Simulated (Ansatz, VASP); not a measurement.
# Al in VASP and in Ansatz

INCAR

```
ALGO = Normal
EDIFF = 1E-6
ENCUT = 520
ISIF = 2
ISMEAR = 0
LASPH = T
LCHARG = F
LREAL = F
LWAVE = F
NBANDS = 10
NELM = 100
PREC = Accurate
SIGMA = 0.05
```

KPOINTS

```
k-points
0
Gamma
  12 12 6
```

File POSCAR:

```
Al
1.0
    2.8494655857      0.0000000000      0.0000000000
   -1.4247327979      2.4677095843      0.0000000000
    0.0000000000      0.0000000000      4.9308948445
Al
2
Direct
    0.6666666667      0.3333333333      0.7500000000
    0.3333333333      0.6666666667      0.2500000000
```

Input for Ansatz:

```yaml
crystal:
  lattice:
    - [2.849465585676868, 0.0, 0.0]
    - [-1.424732797904231, 2.4677095842947763, 0.0]
    - [0.0, 0.0, 4.93089484448223]
  atoms:
    - { symbol: Al, position: [0.6666666666666666, 0.3333333333333333, 0.75] }
    - { symbol: Al, position: [0.3333333333333333, 0.6666666666666666, 0.25] }
basis:
  ecutwfc: 500.0
kpoints:
  mp_grid:
    grid: [12, 12, 6]
hamiltonian:
  xc: lda
  pseudopotentials:
    kind: paw
scf:
  occupations:
    method: gaussian
    width: 0.05
output:
  stress: true
```

Alike in both runs: task single point; functional LDA; k mesh 12 × 12 × 6; occupations gaussian, width 0.05 eV; no spin polarisation.

```csv
,VASP,Ansatz
version,VASP 6.6.1,Ansatz 0.2.0
potentials or method,"VASP PAW LDA potentials, release 64 (Al), cutoff 520 eV","plane waves, PAW"
valence electrons in the cell,6,6
```

Ansatz gave:

```
pressure (GPa)                                                : -5.7
traceless stress, the component that is largest in VASP (GPa) : -1.57
```

Q: Estimate VASP's values.

A: Pressure (GPa): -5.6; traceless stress, the component that is largest in VASP (GPa): -1.59.

LDA's correlation is that of Perdew and Zunger in VASP and of Perdew and Wang (1992) in Ansatz.
